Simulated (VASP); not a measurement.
Here is a VASP 6.6.1 calculation.

INCAR

```
PREC = Accurate
ENCUT = 520
EDIFF = 1E-7
ISMEAR = 0
SIGMA = 0.02
LREAL = False
LASPH = True
NELM = 60
ALGO = Normal
ISIF = 2
LWAVE = False
LCHARG = False
GGA = PS
NBANDS = 25
```

Contents of KPOINTS:

```
Automatic mesh
0
Gamma
  6 6 6
```

Contents of POSCAR:

```
CO2
1.0
    4.5946341885      0.0000000000      0.0000000000
    0.0000000000      4.5946341885      0.0000000000
    0.5741768300      0.0000000000      4.7848069164
C O
2 4
Direct
    0.5000000000      0.5000000000      0.5000000000
    0.0000000000      0.0000000000      0.0000000000
    0.3178818383      0.6778682842      0.5080137645
    0.6821181617      0.3221317158      0.4919862355
    0.1821181617      0.1778682842     -0.0080137645
    0.8178818383      0.8221317158      0.0080137645
```

Potentials or basis: VASP PAW PBE potentials, release 64 (C, O).

Command:

```console
$ cat potpaw_PBE.64/C/POTCAR potpaw_PBE.64/O/POTCAR > POTCAR
$ mpirun -np 1 vasp_std > vasp.out
```

(1) What does it give for the pressure?

(2) Estimate the largest force.

Answers

(1) 1.6 GPa.

(2) 0.705 eV/Å.

Caveat: the cell differs from its parent crystal (shear of c along a, cell held: +12.0 %, then relaxed in part); this functional lacks dispersion, which holds the molecules together, so the pressure and a relaxed volume are unreliable; the PAW data sets were made with another functional, which shifts forces and pressure a little.
